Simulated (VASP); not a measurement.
Write the native input for VASP 6.6.1 that does the following.

* Task: single point
* Functional: PBE
* Potentials or basis: VASP PAW PBE potentials, release 64 (Zn, N)
* Cutoff: 520 eV
* k mesh: 6 × 6 × 4
* Occupations: gaussian, width 0.1 eV
* Spin: collinear spin, ferromagnetic start
* Starting moments: [0.0, 0.0, 1.0] μB
* Dipole correction: no
* Further INCAR settings: ALGO = Normal; EDIFF = 1e-06; NBANDS = 26

The structure of Zn2N lies in POSCAR:

```
Zn2N
1.0
    2.5977936800      0.0000000000      0.0000000000
    0.0000000000      2.5977936800      0.0000000000
    0.0000000000      0.0000000000      6.3595124600
Zn N
2 1
Direct
    0.0000000000      0.0000000000      0.0000000000
    0.5000000000      0.5000000000      0.5000000000
    0.5000000000      0.5000000000      0.0000000000
```

The cell was built from a structure type or drawn by symmetry, and may not be a known phase.

One way to write it, as run:

INCAR

```
SYSTEM = Zn2N
PREC = Accurate ; ENCUT = 520
EDIFF = 1E-6 ; ISMEAR = 0
SIGMA = 0.1 ; LREAL = .False.
LASPH = .True. ; NELM = 150
ALGO = Normal ; ISIF = 2
LWAVE = .False. ; LCHARG = .False.
ISPIN = 2 ; MAGMOM = 0 0 1
LORBIT = 11 ; GGA = PE
NBANDS = 26
```

KPOINTS

```
Automatic mesh
0
Gamma
  6 6 4
  0 0 0
```

Potentials or basis: VASP PAW PBE potentials, release 64 (Zn, N).

Run with:

```sh
$ cat potpaw_PBE.64/Zn/POTCAR potpaw_PBE.64/N/POTCAR > POTCAR
$ mpirun -np 1 vasp_std > vasp.out
```

It gave:

| Property | Result |
| --- | --- |
| Pressure | 23.8 GPa |
| Net moment | -0.19 μB per cell |
| Site moments | Zn -0.07, +0.00; N -0.11 μB |
| Valence electrons inside the program's atomic spheres | Zn 11.33, 10.67; N 3.79 |

Caveat: the k points lie up to 0.40 Å⁻¹ apart.

It took 120 s on 1 thread of Intel Xeon 8259CL (shared host), peak memory 0.19 GiB.
